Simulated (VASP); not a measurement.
# AlP (F-43m) in VASP: notebook

AlP is run at these levels: LDA; tasks: single point, relaxation of cell and atoms.

Everything below comes from runs of VASP 6.6.1. Logs are shortened: lines on timing, memory, paths and dates and some standing lists are left out, and cuts for length are marked.

## 1. The cell of the first run

The structure is cubic, space group F-43m (No. 216). Conventional cell: a = 5.464 Å, b = 5.464 Å, c = 5.464 Å, α = 90.00°, β = 90.00°, γ = 90.00°. Al (site symmetry -43m) has 4 P at 2.37 Å within 3.1 Å. P (site symmetry -43m) has 4 Al at 2.37 Å within 3.1 Å.

## 2. Single point, LDA

The input, INCAR:

```
SYSTEM = AlP
PREC = Accurate ; ENCUT = 500
EDIFF = 1E-6 ; ISMEAR = 0
SIGMA = 0.1 ; LREAL = .FALSE.
LASPH = .TRUE. ; NELM = 120
ALGO = Normal ; ISIF = 2
LWAVE = .FALSE. ; LCHARG = .FALSE.
GGA = CA ; NBANDS = 11
GGA_COMPAT = .FALSE.
```

The input, KPOINTS:

```
regular mesh
0
G
  6 6 6
  0 0 0
```

The input, POSCAR:

```
AlP
1.0
    0.0000000000      2.7320000000      2.7320000000
    2.7320000000      0.0000000000      2.7320000000
    2.7320000000      2.7320000000      0.0000000000
Al P
1 1
Direct
    0.0000000000      0.0000000000      0.0000000000
    0.2500000000      0.2500000000      0.2500000000
```

Potentials or basis: VASP PAW LDA potentials, release 64 (Al, P).

The run is started by

```
cat potpaw_LDA.64/Al/POTCAR potpaw_LDA.64/P/POTCAR > POTCAR
mpirun -np 1 vasp_std > vasp.out
```

OUTCAR:

```text
SYSTEM = AlP
   PREC = Accurate
   ENCUT = 500
   EDIFF = 1E-6
   ISMEAR = 0
   LREAL = .FALSE.
   LASPH = .TRUE.
   NELM = 120
   ISIF = 2
   GGA = CA

 ion  position               nearest neighbor table
   1  0.000  0.000  0.000-   2 2.37   2 2.37   2 2.37   2 2.37
   2  0.250  0.250  0.250-   1 2.37   1 2.37   1 2.37   1 2.37

  LATTYP: Found a face centered cubic cell.
 ALAT       =     5.4640000000

  Lattice vectors:

 A1 = (   0.0000000000,   2.7320000000,   2.7320000000)
 A2 = (   2.7320000000,   0.0000000000,   2.7320000000)
 A3 = (   2.7320000000,   2.7320000000,   0.0000000000)

Analysis of symmetry for initial positions (statically):
=====================================================================
 Subroutine PRICEL returns:
 Original cell was already a primitive cell.

 Routine SETGRP: Setting up the symmetry group for a
 face centered cubic supercell.

 Subroutine GETGRP returns: Found 24 space group operations
 (whereof 24 operations were pure point group operations)
 out of a pool of 48 trial point group operations.

The static configuration has the point symmetry T_d .

Analysis of symmetry for dynamics (positions and initial velocities):
=====================================================================
 Subroutine PRICEL returns:
 Original cell was already a primitive cell.

 Routine SETGRP: Setting up the symmetry group for a
 face centered cubic supercell.

 Subroutine GETGRP returns: Found 24 space group operations
 (whereof 24 operations were pure point group operations)
 out of a pool of 48 trial point group operations.

The dynamic configuration has the point symmetry T_d .

 Subroutine INISYM returns: Found 24 space group operations
 (whereof 24 operations are pure point group operations),
 and found     1 'primitive' translations

----------------------------------------------------------------------------------------

                                     Primitive cell

  volume of cell :      40.7823

  direct lattice vectors                    reciprocal lattice vectors
     0.000000000  2.732000000  2.732000000    -0.183016105  0.183016105  0.183016105
     2.732000000  0.000000000  2.732000000     0.183016105 -0.183016105  0.183016105
     2.732000000  2.732000000  0.000000000     0.183016105  0.183016105 -0.183016105

  length of vectors
     3.863631452  3.863631452  3.863631452     0.316993193  0.316993193  0.316993193

  position of ions in fractional coordinates (direct lattice)
     0.000000000  0.000000000  0.000000000
     0.250000000  0.250000000  0.250000000

  ion indices of the primitive-cell ions
   primitive index   ion index
                 1           1
                 2           2

----------------------------------------------------------------------------------------

 KPOINTS: regular mesh

Automatic generation of k-mesh.
 Grid dimensions read from file:
 generate k-points for:    6    6    6

 Generating k-lattice:

  Cartesian coordinates                     Fractional coordinates (reciprocal lattice)
    -0.030502684  0.030502684  0.030502684     0.166666667  0.000000000  0.000000000
     0.030502684 -0.030502684  0.030502684     0.000000000  0.166666667  0.000000000
     0.030502684  0.030502684 -0.030502684     0.000000000  0.000000000  0.166666667

  Length of vectors
     0.052832199  0.052832199  0.052832199

  Shift w.r.t. Gamma in fractional coordinates (k-lattice)
     0.000000000  0.000000000  0.000000000

 Subroutine IBZKPT returns following result:
 ===========================================

 Found     16 irreducible k-points:

 Following reciprocal coordinates:
            Coordinates               Weight
  0.000000  0.000000  0.000000      1.000000
  0.166667  0.000000  0.000000      8.000000
  0.333333  0.000000  0.000000      8.000000
  0.500000  0.000000  0.000000      4.000000
  0.166667  0.166667  0.000000      6.000000
  0.333333  0.166667  0.000000     24.000000
[... 8 lines left out ...]
 -0.333333  0.333333  0.166667     24.000000
 -0.333333  0.500000  0.166667     12.000000
   k-points           NKPTS =     16   k-points in BZ     NKDIM =     16   number of bands    NBANDS=     11
   number of dos      NEDOS =    301   number of ions     NIONS =      2
   total plane-waves  NPLWV =  21952
   dimension x,y,z NGX =    28 NGY =   28 NGZ =   28
   dimension x,y,z NGXF=    56 NGYF=   56 NGZF=   56
   ions per type =               1   1
   NGX,Y,Z   is equivalent  to a cutoff of  12.05, 12.05, 12.05 a.u.
   NGXF,Y,Z  is equivalent  to a cutoff of  24.10, 24.10, 24.10 a.u.
 SYSTEM =  AlP
   PREC   = accura    normal or accurate (medium, high low for compatibility)
   ISTART =      0    job   : 0-new  1-cont  2-samecut
   ICHARG =      2    charge: 1-file 2-atom 10-const
   ISPIN  =      1    spin polarized calculation?
   LNONCOLLINEAR =      F non collinear calculations
   LSORBIT =      F    spin-orbit coupling
   LASPH  =      T    aspherical Exc in radial PAW
   ENCUT  =  500.0 eV  36.75 Ry    6.06 a.u.   7.04  7.04  7.04*2*pi/ulx,y,z
   NELM   =    120;   NELMIN=  2; NELMDL= -5     # of ELM steps
   EDIFF  = 0.1E-05   stopping-criterion for ELM
   LREAL  =      F    real-space projection
   EDIFFG = 0.1E-04   stopping-criterion for IOM
   NSW    =      0    number of steps for IOM
   IBRION =     -1    ionic relax: 0-MD 1-quasi-New 2-CG
   NFREE  =      0    steps in history (QN), initial steepest desc. (CG)
   ISIF   =      2    stress and relaxation
   ISYM   =      2    0-nonsym 1-usesym 2-fastsym
   POTIM  = 0.5000    time-step for ionic-motion
   TEBEG  =    0.0;   TEEND  =   0.0 temperature during run
   PSTRESS=    0.0 pullay stress
   NELECT =       8.0000    total number of electrons
   NUPDOWN=      -1.0000    fix difference up-down
   EMIN   =  10.00;   EMAX   =-10.00  energy-range for DOS
   EFERMI =   0.00;   METHOD = LEGACY
   ISMEAR =     0;   SIGMA  =   0.10  broadening in eV -4-tet -1-fermi 0-gaus
   EFERMI_NEDOS =   21; number of points for ismear=-14 and -15
   IALGO  =     38    algorithm
   IMIX   =      4    mixing-type and parameters
     AMIX     =   0.40;   BMIX     =  1.00
     AMIX_MAG =   1.60;   BMIX_MAG =  1.00
  volume/ion in A,a.u.               =      20.39       137.61
  Fermi-wavevector in a.u.,A,eV,Ry     =   0.951220  1.797544 12.310807  0.904819
  Thomas-Fermi vector in A             =   2.079669
   LORBIT       =      0    0 simple, 1 ext, 2 COOP (PROOUT), +10 PAW based schemes
   GGA     = CA    functional components
   LHFCALC =     F    Hartree Fock is set to
   AEXX    =    0.0000 exact exchange contribution
   IVDW    =     0    specifies the selected vdW correction
   LEPSILON=     F    determine dielectric tensor
   LRPA    =     F    only Hartree local field effects (RPA)
 non-spin polarized calculation
 Gauss-broadening in eV      SIGMA  =   0.10
  energy-cutoff  :      500.00
  volume of cell :       40.78
 maximum number of plane-waves:      1056
   NGX = 15   NGY = 15   NGZ = 15

 number of electron       8.0000000 magnetization

 Free energy of the ion-electron system (eV)
  ---------------------------------------------------
  ext. energy  EPLUGINS =         0.00000000
  ---------------------------------------------------
  free energy    TOTEN  =       -11.40100308 eV

  energy without entropy =      -11.40100308  energy(sigma->0) =      -11.40100308

 E-fermi :   4.8618     XC(G=0):  -9.4397

 val. band max:        4.4350490699   @ k =   0.0000   0.0000   0.0000
 cond. band min:       5.8764969040   @ k =   0.5000   0.5000   0.0000
 fundamental gap:      1.4414478342
 Fermi energy:         4.8617622269

 k-point     1 :       0.0000    0.0000    0.0000
  band No.  band energies     occupation
      1      -7.0587      2.00000
      2       4.4350      2.00000
      3       4.4350      2.00000
      4       4.4350      2.00000
      5       7.5332      0.00000
      6       8.9009      0.00000
      7       8.9009      0.00000
      8       8.9009      0.00000
      9      13.2424      0.00000
     10      13.2424      0.00000
     11      14.3968      0.00000

 k-point     2 :       0.1667    0.0000    0.0000
  band No.  band energies     occupation
      1      -6.7545      2.00000
      2       2.5348      2.00000
      3       4.1902      2.00000
      4       4.1902      2.00000
      5       7.9038      0.00000
      6       9.3358      0.00000
      7       9.3358      0.00000
      8       9.9495      0.00000
      9      12.5718      0.00000
     10      12.5718      0.00000
     11      15.0310      0.00000

 k-point     3 :       0.3333    0.0000    0.0000
  band No.  band energies     occupation
      1      -5.9601      2.00000
      2       0.0603      2.00000
      3       3.8173      2.00000
      4       3.8173      2.00000
      5       7.3304      0.00000
      6       9.3900      0.00000
      7       9.3900      0.00000
      8      12.1786      0.00000
      9      13.4895      0.00000
     10      13.4895      0.00000
     11      14.5136      0.00000

 k-point     4 :       0.5000    0.0000    0.0000
  band No.  band energies     occupation
      1      -5.3657      2.00000
      2      -1.1389      2.00000
      3       3.6675      2.00000
      4       3.6675      2.00000
      5       7.0903      0.00000
      6       9.1621      0.00000
      7       9.1621      0.00000
      8      12.4930      0.00000
      9      15.9311      0.00000
     10      15.9311      0.00000
     11      15.9974      0.00000
[... 127 lines left out ...]
 k-point    14 :       0.5000    0.3333    0.1667
  band No.  band energies     occupation
      1      -5.3300      2.00000
      2      -0.0216      2.00000
      3       1.7288      2.00000
      4       2.8261      2.00000
      5       8.1763      0.00000
      6       9.1503      0.00000
      7       9.8114      0.00000
      8      12.5370      0.00000
      9      13.6739      0.00000
     10      15.7619      0.00000
     11      17.6971      0.00000

 k-point    15 :      -0.3333    0.3333    0.1667
  band No.  band energies     occupation
      1      -4.8628      2.00000
      2      -0.5942      2.00000
      3       1.2706      2.00000
      4       2.4298      2.00000
      5       8.3749      0.00000
      6       9.2786      0.00000
      7      11.2059      0.00000
      8      11.9731      0.00000
      9      13.1831      0.00000
     10      16.2174      0.00000
     11      17.2441      0.00000

 k-point    16 :      -0.3333    0.5000    0.1667
  band No.  band energies     occupation
      1      -4.6589      2.00000
      2      -0.6446      2.00000
      3       1.4949      2.00000
      4       1.7358      2.00000
      5       7.6360      0.00000
      6       8.6253      0.00000
      7      11.9570      0.00000
      8      12.3166      0.00000
      9      15.4833      0.00000
     10      16.3271      0.00000
     11      17.5238      0.00000

------------------------ aborting loop because EDIFF is reached ----------------------------------------

  FORCE on cell =-STRESS in cart. coord.  units (eV):
  Direction    XX          YY          ZZ          XY          YZ          ZX
  --------------------------------------------------------------------------------------
  -------------------------------------------------------------------------------------
  Total       -0.3461493     -0.3461493     -0.3461493      0.0000000      0.0000000      0.0000000
  in kB      -13.5988425    -13.5988425    -13.5988425      0.0000000      0.0000000      0.0000000
  external PRESSURE =     -13.5988425 kB  Pullay stress =       0.0000000 kB

 VOLUME and BASIS-vectors are now :
 -----------------------------------------------------------------------------
  energy-cutoff  :      500.00
  volume of cell :       40.78
      direct lattice vectors                 reciprocal lattice vectors
     0.000000000  2.732000000  2.732000000    -0.183016105  0.183016105  0.183016105
     2.732000000  0.000000000  2.732000000     0.183016105 -0.183016105  0.183016105
     2.732000000  2.732000000  0.000000000     0.183016105  0.183016105 -0.183016105

 POSITION                                       TOTAL-FORCE (eV/Angst)
 -----------------------------------------------------------------------------------
      0.00000      0.00000      0.00000         0.000000      0.000000      0.000000
      1.36600      1.36600      1.36600        -0.000000     -0.000000     -0.000000
 -----------------------------------------------------------------------------------
    total drift:                               -0.000000     -0.000000      0.000000

  FREE ENERGIE OF THE ION-ELECTRON SYSTEM (eV)
  ---------------------------------------------------
  free  energy   TOTEN  =       -11.4010030758 eV

  energy  without entropy=      -11.4010030758  energy(sigma->0) =      -11.40100308
```

Run time: 12 s. Hardware: 1 thread of Intel Xeon 8259CL, shared host; peak memory 0.13 GiB.

Results:

```yaml
Free_energy: -11.4010 eV
Pressure: -1.4 GPa
Band_gap_on_the_k_mesh: 1.44 eV (least direct gap 3.10 eV)
```

Levels at points of the mesh, in eV from the valence-band top:
| k point | band 1 | band 2 | band 3 | band 4 | band 5 | band 6 | band 7 | band 8 |
| --- | --- | --- | --- | --- | --- | --- | --- | --- |
| (0.00, 0.00, 0.00) | -11.49 | 0.00 | 0.00 | 0.00 | 3.10 | 4.47 | 4.47 | 4.47 |
| (0.50, 0.00, 0.00) | -9.80 | -5.57 | -0.77 | -0.77 | 2.66 | 4.73 | 4.73 | 8.06 |
| (0.50, 0.50, 0.00) | -9.13 | -5.35 | -2.12 | -2.12 | 1.44 | 2.33 | 10.87 | 10.87 |

A k mesh can miss the band edges.

## 3. Single point, LDA

This run uses another cell than the first one, of 20.05 Å³/atom.

The input, INCAR:

```
ALGO     = Normal         # electronic algorithm
EDIFF    = 1E-6           # SCF threshold, eV
ENCUT    = 500            # plane-wave cutoff, eV
GGA_COMPAT= F            
ISIF     = 2              # what is computed and relaxed
ISMEAR   = 0              # smearing method
LASPH    = T              # aspherical terms in the spheres
LCHARG   = F              # write CHGCAR
LREAL    = F              # projectors in reciprocal space
LWAVE    = F              # write WAVECAR
NBANDS   = 11             # bands
NELM     = 120            # most SCF steps
PREC     = Accurate       # precision mode
SIGMA    = 0.02           # smearing width, eV
```

The input, KPOINTS:

```
k-points
0
Gamma
  8 8 8
```

The input, POSCAR:

```
AlP
1.0
    0.0000000000      2.7168924387      2.7168924387
    2.7168924387      0.0000000000      2.7168924387
    2.7168924387      2.7168924387      0.0000000000
Al P
1 1
Direct
    0.0000000000      0.0000000000      0.0000000000
    0.2500000000      0.2500000000      0.2500000000
```

Potentials or basis: VASP PAW LDA potentials, release 64 (Al, P).

The run is started by

```
cat potpaw_LDA.64/Al/POTCAR potpaw_LDA.64/P/POTCAR > POTCAR
mpirun -np 1 vasp_std > vasp.out
```

Run time: 18 s. Hardware: 1 thread of Intel Xeon 8259CL, shared host; peak memory 0.14 GiB.

It converged, with:

| Quantity | Value |
| --- | --- |
| Free energy | -11.4122 eV |
| Pressure | 0.1 GPa |
| Band gap on the k mesh | 1.41 eV (least direct gap 3.24 eV) |

Levels at points of the mesh, in eV from the valence-band top:
```tsv
k point	band 2	band 3	band 4	band 5	band 6	band 7
(0.00, 0.00, 0.00)	0.00	0.00	0.00	3.24	4.49	4.49
(0.50, 0.00, 0.00)	-5.65	-0.78	-0.78	2.72	4.74	4.74
(0.50, 0.50, 0.00)	-5.40	-2.15	-2.15	1.41	2.33	11.01
```

A k mesh can miss the band edges.

## 4. Single point, LDA

This run uses another cell than the first one, of 20.05 Å³/atom.

The input, INCAR:

```
PREC = Accurate
ENCUT = 500
EDIFF = 1E-6
ISMEAR = 0
SIGMA = 0.02
LREAL = False
LASPH = True
NELM = 120
ALGO = Normal
ISIF = 2
LWAVE = False
LCHARG = True
LELF = True
LVHAR = True
NBANDS = 11
GGA_COMPAT = False
```

The input, KPOINTS:

```
regular mesh
0
Gamma
  10 10 10
```

POSCAR is that of step 3.

The run is started by

```
cat potpaw_LDA.64/Al/POTCAR potpaw_LDA.64/P/POTCAR > POTCAR
mpirun -np 1 vasp_std > vasp.out
```

Wall time 30 s (1 thread of Intel Xeon 8259CL, shared host); peak memory 0.14 GiB.

The run converged. Its results:

```
Free energy            : -11.4132 eV
Pressure               : 0.1 GPa
Band gap on the k mesh : 1.41 eV (least direct gap 3.24 eV)
```

Levels at points of the mesh, in eV from the valence-band top:
| k point | band 2 | band 3 | band 4 | band 5 | band 6 | band 7 |
| --- | --- | --- | --- | --- | --- | --- |
| (0.00, 0.00, 0.00) | 0.00 | 0.00 | 0.00 | 3.24 | 4.49 | 4.49 |
| (0.50, 0.00, 0.00) | -5.64 | -0.78 | -0.78 | 2.72 | 4.74 | 4.74 |
| (0.50, 0.50, 0.00) | -5.40 | -2.15 | -2.15 | 1.41 | 2.33 | 11.01 |

A k mesh can miss the band edges.

## 5. Relaxation of cell and atoms, LDA

The input, INCAR:

```
SYSTEM = AlP
ALGO = Normal
EDIFF = 1E-7
EDIFFG = -0.002
ENCUT = 500
GGA_COMPAT = .FALSE.
IBRION = 2
ISIF = 3
ISMEAR = 0
LASPH = .TRUE.
LCHARG = .FALSE.
LREAL = .FALSE.
LWAVE = .FALSE.
NELM = 120
NELMIN = 4
NSW = 100
PREC = Accurate
SIGMA = 0.02
```

The input, KPOINTS:

```
k-points
0
G
  8 8 8
  0 0 0
```

The input, POSCAR:

```
AlP
1.0
    0.0000000000      2.7320000000      2.7320000000
    2.7320000000      0.0000000000      2.7320000000
    2.7320000000      2.7320000000      0.0000000000
Al P
1 1
Direct
    0.0000000000      0.0000000000      0.0000000000
    0.2500000000      0.2500000000      0.2500000000
```

The run is started by

```
cat potpaw_LDA.64/Al/POTCAR potpaw_LDA.64/P/POTCAR > POTCAR
mpirun -np 1 vasp_std > vasp.out
```

It took 38 s on 1 thread of Intel Xeon 8259CL, shared host; peak memory 0.14 GiB.

Results (log left out):

* Free energy: -11.4123 eV
* Relaxed volume: 20.07 Å³/atom
* Relaxed cell: a = 3.843 Å, b = 3.843 Å, c = 3.843 Å, α = 60.00°, β = 60.00°, γ = 60.00°
* Space group after relaxing (to 0.1 Å): F-43m (No. 216)
* Energy gained by relaxing: 1.4 meV/atom
* Ionic steps: 3
* Pressure after relaxing: 0.0 GPa
* Band gap on the k mesh: 1.42 eV (least direct gap 3.24 eV)

The path:
| step | energy change (eV) | largest force (eV/Å) | pressure (GPa) | volume (Å³) |
| --- | --- | --- | --- | --- |
| 1 | 0.0000 | 0.0000 | -1.40 | 40.78 |
| 2 | -0.0017 | 0.0000 | 0.91 | 39.74 |
| 3 | -0.0029 | 0.0000 | 0.00 | 40.14 |

Final structure:
```
Al P
1.0
     0.00000    2.71750    2.71750
     2.71750    0.00000    2.71750
     2.71750    2.71750    0.00000
Al P
1 1
Direct
  0.00000 0.00000 0.00000
  0.25000 0.25000 0.25000
```

Levels at points of the mesh, in eV from the valence-band top:
```
           k point  band 2  band 3  band 4  band 5  band 6  band 7
(0.00, 0.00, 0.00)    0.00    0.00    0.00    3.24    4.49    4.49
(0.50, 0.00, 0.00)   -5.64   -0.78   -0.78    2.72    4.74    4.74
(0.50, 0.50, 0.00)   -5.40   -2.15   -2.15    1.42    2.33   11.00
```

A k mesh can miss the band edges.

## 6. The runs side by side

```csv
task,cell,k mesh,smearing,gap on the mesh (eV),pressure (GPa)
single point,"a = 3.864 Å, angles 60.0°, 2 atoms",6 × 6 × 6,gaussian 0.1 eV,1.44,-1.4
single point,"a = 3.842 Å, angles 60.0°, 2 atoms",8 × 8 × 8,gaussian 0.02 eV,1.41,0.1
single point,"a = 3.842 Å, angles 60.0°, 2 atoms",10 × 10 × 10,gaussian 0.02 eV,1.41,0.1
relaxation of cell and atoms,"relaxed from a = 3.864 Å, angles 60.0°, 2 atoms",8 × 8 × 8,gaussian 0.02 eV,1.42,0.0
```

Alike in all rows: level LDA; potentials or basis VASP PAW LDA potentials, release 64 (Al, P); no spin polarisation; cutoff (eV) 500.

Total energies depend on the potentials used, so only differences within one code and one set of settings carry meaning.
